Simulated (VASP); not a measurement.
# SiO2 (a cell with a defect) in VASP: notebook

The runs below take SiO2 (a cell with a defect) through single point, with PBEsol, r2SCAN.

All numbers are computed with VASP 6.6.1; they aren't measurements. Logs are shortened: lines on timing, memory, paths and dates and some standing lists are left out, and cuts for length are marked.

## 1. The cell of the first run

The cell holds a defect, 72 atoms: a = 8.389 Å, b = 8.389 Å, c = 8.036 Å, α = 90.00°, β = 90.00°, γ = 90.00°.

## 2. Single point, PBEsol

The input, INCAR:

```
  PREC = Accurate
  ENCUT = 520
  EDIFF = 1E-6
  ISMEAR = -1
  SIGMA = 0.05
  LREAL = Auto
  LASPH = True
  NELM = 120
  ALGO = Normal
  ISIF = 2
  LWAVE = False
  LCHARG = False
  GGA = PS
  NBANDS = 234
  ISYM = -1
  GGA_COMPAT = False
```

The input, KPOINTS:

```
explicit points
1
Reciprocal
  0.25000000   0.25000000   0.25000000 1
```

The input, POSCAR:

```
SiO2
1.0
    8.3886930000      0.0000000000      0.0000000000
    0.0000000000      8.3886930000      0.0000000000
    0.0000000000      0.0000000000      8.0356430000
O Si
48 24
Direct
    0.9137970000      0.1730840000      0.1167720000
    0.1699220000      0.1507210000      0.9935720000
    0.1493100000      0.1504640000      0.3271280000
    0.1542360000      0.1521480000      0.6685490000
    0.1589420000      0.6503650000      0.9972370000
    0.1616370000      0.6448270000      0.3350250000
    0.1620360000      0.6454980000      0.6624760000
    0.6454930000      0.1668040000      0.9966890000
    0.6414700000      0.1782380000      0.3489230000
    0.6409900000      0.1747990000      0.6406490000
    0.6498690000      0.6485940000      0.9972240000
    0.6571460000      0.6513800000      0.3357260000
    0.6577480000      0.6526250000      0.6630890000
    0.3566440000      0.3505390000      0.9972120000
    0.3550280000      0.3372160000      0.3438210000
    0.3565860000      0.3381380000      0.6481930000
    0.3557120000      0.8477400000      0.9970940000
    0.3568210000      0.8396230000      0.3362800000
    0.3555820000      0.8419790000      0.6619370000
    0.8348960000      0.3790270000      0.9819370000
    0.8460170000      0.3586160000      0.3369680000
    0.8457950000      0.3573050000      0.6547580000
    0.8465750000      0.8396040000      0.9991830000
    0.8559750000      0.8278200000      0.3397710000
    0.8486400000      0.8440130000      0.6671960000
    0.1047170000      0.4047210000      0.1651690000
    0.0939870000      0.4017600000      0.4969280000
    0.1028720000      0.4019820000      0.8273260000
    0.1123380000      0.8925600000      0.1774530000
    0.1067660000      0.8969170000      0.5033370000
    0.1059130000      0.8965610000      0.8231200000
    0.5952350000      0.4114440000      0.1686960000
    0.5934120000      0.4057060000      0.8216710000
    0.6031210000      0.9027550000      0.1663120000
    0.6044390000      0.9060570000      0.4975090000
    0.6049710000      0.9063320000      0.8304330000
    0.4094940000      0.0949900000      0.1702590000
    0.4042780000      0.0957520000      0.4962110000
    0.4114590000      0.0963310000      0.8238170000
    0.4012230000      0.5999070000      0.1647930000
    0.4072640000      0.6004180000      0.4988050000
    0.4009360000      0.6005280000      0.8296600000
    0.8654510000      0.0492580000      0.2212210000
    0.9202510000      0.0828640000      0.5066470000
    0.8821870000      0.1082770000      0.8093300000
    0.9082710000      0.5953090000      0.1646570000
    0.9105410000      0.5981930000      0.5000340000
    0.9125090000      0.6021410000      0.8270440000
    0.0145210000      0.9715840000      0.3293380000
    0.9977000000      0.9952480000      0.6932250000
    0.0075590000      0.5039030000      0.9949040000
    0.0059700000      0.5068020000      0.3283290000
    0.0053800000      0.5063040000      0.6663110000
    0.5055180000      0.0031420000      0.9976620000
    0.4996680000      0.9819240000      0.3265580000
    0.5004050000      0.9828490000      0.6683970000
    0.4984620000      0.5041670000      0.9945480000
    0.5025700000      0.5222580000      0.3275780000
    0.5032080000      0.5204040000      0.6693010000
    0.2462030000      0.2402330000      0.1546430000
    0.2161490000      0.2455690000      0.4966740000
    0.2522270000      0.2423770000      0.8373960000
    0.2479030000      0.7554950000      0.1621710000
    0.2476090000      0.7498380000      0.4995460000
    0.2431150000      0.7600520000      0.8334900000
    0.7497380000      0.2764040000      0.1515430000
    0.8021170000      0.2331210000      0.4934800000
    0.7563950000      0.2551940000      0.8286190000
    0.7620210000      0.7529950000      0.1593720000
    0.7601090000      0.7462110000      0.5020750000
    0.7611910000      0.7525140000      0.8403350000
    0.5111090000      0.2762380000      0.4947800000
```

Potentials or basis: VASP PAW PBE potentials, release 64 (O, Si).

Launch:

```console
$ cat potpaw_PBE.64/O/POTCAR potpaw_PBE.64/Si/POTCAR > POTCAR
$ mpirun -np 1 vasp_std > vasp.out
```

OUTCAR:

```text
PREC = Accurate
   ENCUT = 520
   EDIFF = 1E-6
   ISMEAR = -1
   LREAL = Auto
   LASPH = True
   NELM = 120
   ISIF = 2
   GGA = PS
   ISYM = -1

 ion  position               nearest neighbor table
   1  0.914  0.173  0.117-  43 1.40  66 1.65  49 2.55
   2  0.170  0.151  0.994-  62 1.63  60 1.63
   3  0.149  0.150  0.327-  61 1.68  60 1.77  49 1.88
   4  0.154  0.152  0.669-  61 1.67  62 1.76  50 1.87
   5  0.159  0.650  0.997-  65 1.75  63 1.76  51 1.77
   6  0.162  0.645  0.335-  64 1.74  52 1.75  63 1.82
   7  0.162  0.645  0.662-  64 1.73  53 1.76  65 1.81
   8  0.645  0.167  0.997-  66 1.78  68 1.80  54 1.81
   9  0.641  0.178  0.349-  72 1.80  67 1.84  66 2.00  55 2.04
  10  0.641  0.175  0.641-  72 1.81  67 1.86  68 1.92  56 2.01
  11  0.650  0.649  0.997-  57 1.76  71 1.79  69 1.83
  12  0.657  0.651  0.336-  58 1.69  70 1.78  69 1.87
  13  0.658  0.653  0.663-  59 1.71  70 1.74  71 1.87
  14  0.357  0.351  0.997-  57 1.75  62 1.80  60 1.82
  15  0.355  0.337  0.344-  72 1.86  61 1.86  60 1.95  58 1.99
  16  0.357  0.338  0.648-  72 1.86  61 1.86  62 1.93  59 1.97
  17  0.356  0.848  0.997-  65 1.78  63 1.78  54 1.81
[... 17 lines left out ...]
  35  0.604  0.906  0.498-  56 1.75  55 1.75  70 1.87
  36  0.605  0.906  0.830-  56 1.70  54 1.78  71 1.84
  37  0.409  0.095  0.170-  55 1.75  54 1.78  60 1.84
  38  0.404  0.096  0.496-  72 1.76  55 1.85  56 1.86  61 2.02
  39  0.411  0.096  0.824-  56 1.74  54 1.78  62 1.82
  40  0.401  0.600  0.165-  58 1.69  57 1.78  63 1.83
  41  0.407  0.600  0.499-  58 1.72  59 1.72  64 1.83
  42  0.401  0.601  0.830-  59 1.69  57 1.75  65 1.88
  43  0.865  0.049  0.221-   1 1.40  49 1.66  66 2.21
  44  0.920  0.083  0.507-  67 1.61  50 1.79  49 1.88
  45  0.882  0.108  0.809-  68 1.63  50 1.65
  46  0.908  0.595  0.165-  52 1.72  51 1.77  69 1.80
  47  0.911  0.598  0.500-  53 1.74  52 1.77  70 1.77
  48  0.913  0.602  0.827-  53 1.71  51 1.77  71 1.79
  49  0.015  0.972  0.329-  29 1.61  43 1.66  30 1.72  24 1.80  44 1.88   3 1.88   1 2.55  50 2.93
                            63 2.99  64 3.03  69 3.12  67 3.12
  50  0.998  0.995  0.693-  31 1.61  45 1.65  44 1.79  25 1.79   4 1.87  30 1.96  49 2.93  67 3.04
                            65 3.07  71 3.08
  51  0.008  0.504  0.995-   5 1.77  48 1.77  46 1.77  28 1.78  20 1.79  26 1.80  53 2.64  52 2.68
                            66 3.15
  52  0.006  0.507  0.328-  46 1.72   6 1.75  47 1.77  26 1.77  27 1.78  21 1.83  51 2.68  53 2.72
                            61 3.12
  53  0.005  0.506  0.666-  48 1.71  47 1.74   7 1.76  28 1.76  27 1.78  22 1.83  51 2.64  52 2.72
                            61 3.13
  54  0.506  0.003  0.998-  36 1.78  37 1.78  39 1.78  34 1.79   8 1.81  17 1.81  55 2.65  56 2.65
[... 33 lines left out ...]
  71  0.761  0.753  0.840-  23 1.64  25 1.75  48 1.79  11 1.79  36 1.84  13 1.87  69 2.56  70 2.72
                            50 3.08
[... 208 lines left out ...]
   PSTRESS=    0.0 pullay stress
   NELECT =     384.0000    total number of electrons
   NUPDOWN=      -1.0000    fix difference up-down
   EMIN   =  10.00;   EMAX   =-10.00  energy-range for DOS
   EFERMI =   0.00;   METHOD = LEGACY
   ISMEAR =    -1;   SIGMA  =   0.05  broadening in eV -4-tet -1-fermi 0-gaus
   EFERMI_NEDOS =   21; number of points for ismear=-14 and -15
   IALGO  =     38    algorithm
   IMIX   =      4    mixing-type and parameters
     AMIX     =   0.40;   BMIX     =  1.00
     AMIX_MAG =   1.60;   BMIX_MAG =  1.00
  volume/ion in A,a.u.               =       7.85        53.00
  Fermi-wavevector in a.u.,A,eV,Ry     =   1.438960  2.719241 28.172317  2.070607
  Thomas-Fermi vector in A             =   2.557869
   LORBIT       =      0    0 simple, 1 ext, 2 COOP (PROOUT), +10 PAW based schemes
   GGA     = PS    functional components
   LHFCALC =     F    Hartree Fock is set to
   AEXX    =    0.0000 exact exchange contribution
   IVDW    =     0    specifies the selected vdW correction
   LEPSILON=     F    determine dielectric tensor
   LRPA    =     F    only Hartree local field effects (RPA)
 non-spin polarized calculation
  energy-cutoff  :      520.00
  volume of cell :      565.47
 maximum number of plane-waves:     15222
 NGX is ok and might be reduce to    64
   NGX = 31   NGY = 31   NGZ = 29

 number of electron     384.0000019 magnetization

 Free energy of the ion-electron system (eV)
  ---------------------------------------------------
  ext. energy  EPLUGINS =         0.00000000
  ---------------------------------------------------
  free energy    TOTEN  =      -567.86757490 eV

  energy without entropy =     -567.86757490  energy(sigma->0) =     -567.86757490

 E-fermi :  10.6212     XC(G=0): -12.4502

 val. band max:        9.5177745947   @ k =   0.2500   0.2500   0.2500
 cond. band min:      11.7280126332   @ k =   0.2500   0.2500   0.2500
 fundamental gap:      2.2102380386
 Fermi energy:        10.6212433842

 k-point     1 :       0.2500    0.2500    0.2500
  band No.  band energies     occupation
      1     -15.0027      2.00000
      2     -14.3308      2.00000
      3     -14.1581      2.00000
      4     -13.8052      2.00000
      5     -13.6806      2.00000
      6     -13.3738      2.00000
[... 196 lines left out ...]
    203      15.3192      0.00000
    204      15.3824      0.00000
 [bands above 204 left out]

------------------------ aborting loop because EDIFF is reached ----------------------------------------

  FORCE on cell =-STRESS in cart. coord.  units (eV):
  Direction    XX          YY          ZZ          XY          YZ          ZX
  --------------------------------------------------------------------------------------
  -------------------------------------------------------------------------------------
  Total       43.8826035     54.0016106     33.0674667     -2.9481839     -8.9910145      1.4050152
  in kB      124.3350957    153.0058584     93.6919487     -8.3532584    -25.4747566      3.9809102
  external PRESSURE =     123.6776343 kB  Pullay stress =       0.0000000 kB

 VOLUME and BASIS-vectors are now :
 -----------------------------------------------------------------------------
  energy-cutoff  :      520.00
  volume of cell :      565.47
      direct lattice vectors                 reciprocal lattice vectors
     8.388693000  0.000000000  0.000000000     0.119208082  0.000000000  0.000000000
     0.000000000  8.388693000  0.000000000     0.000000000  0.119208082  0.000000000
     0.000000000  0.000000000  8.035643000     0.000000000  0.000000000  0.124445548

 POSITION                                       TOTAL-FORCE (eV/Angst)
 -----------------------------------------------------------------------------------
      7.66556      1.45195      0.93834         0.177852      0.167483     -0.205653
      1.42542      1.26435      7.98399        -0.087989     -0.109066     -0.006943
      1.25252      1.26220      2.62868        -0.032231     -0.049969     -0.034082
      1.29384      1.27632      5.37222        -0.029552     -0.035251      0.030162
      1.33332      5.45571      8.01344        -0.010956     -0.028212      0.003133
      1.35592      5.40926      2.69214         0.001736     -0.004959     -0.009178
[... 64 lines left out ...]
      6.38540      6.31261      6.75263        -0.026928     -0.025233     -0.084438
      4.28754      2.31728      3.97588         0.043351      0.084183     -0.003516
 -----------------------------------------------------------------------------------
    total drift:                                0.015107      0.000507      0.003352

  FREE ENERGIE OF THE ION-ELECTRON SYSTEM (eV)
  ---------------------------------------------------
  free  energy   TOTEN  =      -567.8675749001 eV

  energy  without entropy=     -567.8675748989  energy(sigma->0) =     -567.86757490
```

Wall time 3.1 min (1 thread of AMD EPYC 9R45 (Zen 5), shared host); peak memory 0.52 GiB.

Results:

```
Free energy            : -567.8676 eV
Pressure               : 12.4 GPa
Largest force          : 0.319 eV/Å
Band gap on the k mesh : 2.21 eV
```

Forces on the atoms (eV/Å):
```
O    0.178  0.167 -0.206
O   -0.088 -0.109 -0.007
O   -0.032 -0.050 -0.034
O   -0.030 -0.035  0.030
O   -0.011 -0.028  0.003
O    0.002 -0.005 -0.009
O   -0.008 -0.016  0.012
O   -0.032 -0.018  0.002
O   -0.001 -0.016 -0.046
O   -0.005 -0.015  0.016
O   -0.014 -0.013  0.001
O    0.030  0.031 -0.002
O    0.010  0.007  0.007
O    0.018  0.010 -0.002
O   -0.014  0.004 -0.038
O   -0.001  0.012  0.029
O    0.038  0.013  0.001
O   -0.014 -0.024  0.005
O   -0.007 -0.020 -0.004
O    0.026  0.025  0.004
O    0.014  0.027 -0.034
O    0.011  0.032  0.018
O    0.096  0.105  0.003
O    0.027  0.030 -0.022
O    0.016  0.026 -0.008
O    0.023 -0.024  0.000
O   -0.031  0.036  0.002
O    0.034 -0.029 -0.010
O    0.004  0.014 -0.027
O   -0.017  0.025  0.040
O    0.012 -0.002  0.016
O    0.006 -0.016  0.007
O    0.041 -0.052  0.002
O    0.041 -0.038 -0.024
O    0.037 -0.018 -0.006
O    0.040 -0.039  0.016
O   -0.019  0.039  0.010
O   -0.020 -0.017  0.002
O   -0.019  0.032 -0.006
O   -0.046  0.037 -0.026
O   -0.033  0.014 -0.006
O   -0.058  0.046  0.021
O   -0.147 -0.175  0.142
O    0.067 -0.080 -0.012
O    0.000 -0.004 -0.015
O   -0.027  0.022 -0.006
O   -0.017  0.008 -0.011
O   -0.042  0.030  0.009
Si  -0.016  0.024  0.045
Si   0.013 -0.017 -0.026
Si  -0.007 -0.001  0.010
Si  -0.011 -0.010  0.019
Si   0.012 -0.018 -0.021
Si   0.013 -0.004  0.003
Si  -0.005  0.023  0.026
Si  -0.011  0.022 -0.027
Si  -0.010  0.005  0.023
Si  -0.004 -0.046  0.042
Si  -0.019 -0.027 -0.049
Si   0.024  0.036  0.103
Si   0.019 -0.002  0.003
Si   0.018  0.034 -0.088
Si   0.058 -0.064 -0.023
Si   0.035 -0.012  0.001
Si   0.047 -0.048  0.009
Si  -0.101  0.040  0.049
Si  -0.018  0.015  0.015
Si  -0.058  0.047  0.035
Si  -0.024 -0.017  0.092
Si  -0.008  0.011  0.011
Si  -0.027 -0.025 -0.084
Si   0.043  0.084 -0.004
```

Stress tensor (GPa, compression positive):
```
12.43 -0.84  0.40
-0.84 15.30 -2.55
 0.40 -2.55  9.37
```

Caveat: the PAW data sets were made with another functional, which shifts forces and pressure a little.

## 3. Single point, r2SCAN

POSCAR is that of step 2.

The input, INCAR.step1:

```
  PREC = Accurate
  ENCUT = 580
  ISMEAR = -1
  SIGMA = 0.05
  LREAL = Auto
  LASPH = True
  NELM = 120
  NBANDS = 234
  ISYM = -1
  GGA = PE
  ALGO = Normal
  EDIFF = 1E-5
  LWAVE = True
  LCHARG = False
  GGA_COMPAT = False
```

The input, INCAR.step2:

```
  PREC = Accurate
  ENCUT = 580
  EDIFF = 1E-6
  ISMEAR = -1
  SIGMA = 0.05
  LREAL = Auto
  LASPH = True
  NELM = 120
  ALGO = Normal
  ISIF = 2
  LWAVE = False
  LCHARG = False
  METAGGA = R2SCAN
  LMIXTAU = True
  NBANDS = 234
  ISYM = -1
  ISTART = 1
  GGA_COMPAT = False
```

KPOINTS is that of step 2.

Potentials or basis: VASP PAW PBE potentials, release 64 (O, Si).

Launch:

```console
$ cat potpaw_PBE.64/O/POTCAR potpaw_PBE.64/Si/POTCAR > POTCAR
$ cp INCAR.step1 INCAR
$ mpirun -np 1 vasp_std > vasp.out
$ cp INCAR.step2 INCAR
$ mpirun -np 1 vasp_std > vasp.out
```

Run time: 12 min. Hardware: 1 thread of AMD EPYC 9R45 (Zen 5), shared host; peak memory 0.73 GiB.

The run converged. Its results:

* Free energy: -684.5867 eV
* Pressure: 9.3 GPa
* Largest force: 0.446 eV/Å
* Band gap on the k mesh: 2.70 eV

Forces on the atoms (eV/Å):
```
O   -0.113  0.336 -0.072
O    0.274  0.304 -0.005
O    0.097  0.082  0.110
O    0.085  0.121 -0.098
O   -0.001  0.027  0.001
O   -0.036  0.053  0.032
O   -0.029  0.055 -0.036
O    0.077  0.012  0.022
O    0.006  0.126  0.169
O    0.012  0.104 -0.135
O    0.011  0.005 -0.024
O   -0.084 -0.054  0.041
O   -0.061 -0.048 -0.064
O   -0.012 -0.009 -0.022
O    0.039 -0.054  0.107
O    0.045 -0.049 -0.095
O   -0.021 -0.003 -0.001
O    0.004  0.062  0.001
O    0.020  0.055 -0.003
O    0.019 -0.122  0.010
O    0.002 -0.163  0.023
O   -0.004 -0.154 -0.072
O   -0.253 -0.237  0.008
O   -0.078 -0.078  0.056
O   -0.033 -0.046 -0.003
O   -0.031 -0.011 -0.001
O    0.049 -0.077 -0.003
O   -0.022  0.030 -0.006
O    0.103 -0.121  0.278
O    0.047 -0.078 -0.147
O    0.082 -0.092 -0.260
O    0.045 -0.021 -0.011
O   -0.025  0.069 -0.029
O   -0.071  0.044  0.069
O   -0.096  0.065  0.002
O   -0.092  0.039 -0.057
O    0.038 -0.048  0.014
O    0.225  0.101 -0.008
O    0.033 -0.037 -0.018
O    0.077 -0.043  0.062
O    0.109 -0.090 -0.011
O    0.118 -0.089 -0.040
O    0.103 -0.266  0.343
O   -0.177  0.234  0.005
O   -0.052  0.118 -0.175
O    0.052 -0.027  0.037
O    0.025 -0.040  0.017
O    0.014 -0.049 -0.028
Si  -0.120 -0.018 -0.221
Si  -0.035 -0.031  0.225
Si  -0.030  0.053 -0.014
Si   0.008  0.053 -0.010
Si   0.013  0.070  0.007
Si   0.025 -0.019  0.000
Si  -0.093 -0.141 -0.074
Si  -0.102 -0.127  0.075
Si  -0.051  0.029  0.020
Si  -0.018  0.134 -0.069
Si  -0.051  0.139  0.088
Si  -0.130 -0.117 -0.078
Si  -0.137  0.041  0.010
Si  -0.149 -0.153  0.078
Si  -0.078  0.045 -0.091
Si  -0.012  0.001  0.028
Si  -0.092  0.064  0.074
Si   0.036  0.042 -0.144
Si   0.128 -0.088  0.037
Si   0.086  0.024  0.112
Si   0.131  0.087 -0.004
Si   0.133  0.033 -0.033
Si   0.142  0.103  0.023
Si  -0.126 -0.158 -0.019
```

Stress tensor (GPa, compression positive):
```
 9.65 -0.65  0.38
-0.65 12.84 -2.69
 0.38 -2.69  5.39
```

Levels at points of the mesh, in eV from the valence-band top:
| k point | band 189 | band 190 | band 191 | band 192 | band 193 | band 194 | band 195 | band 196 |
| --- | --- | --- | --- | --- | --- | --- | --- | --- |
| (0.25, 0.25, 0.25) | -1.67 | -1.50 | -1.15 | 0.00 | 2.70 | 3.73 | 4.77 | 5.17 |

Caveat: the PAW data sets were made with another functional, which shifts forces and pressure a little.
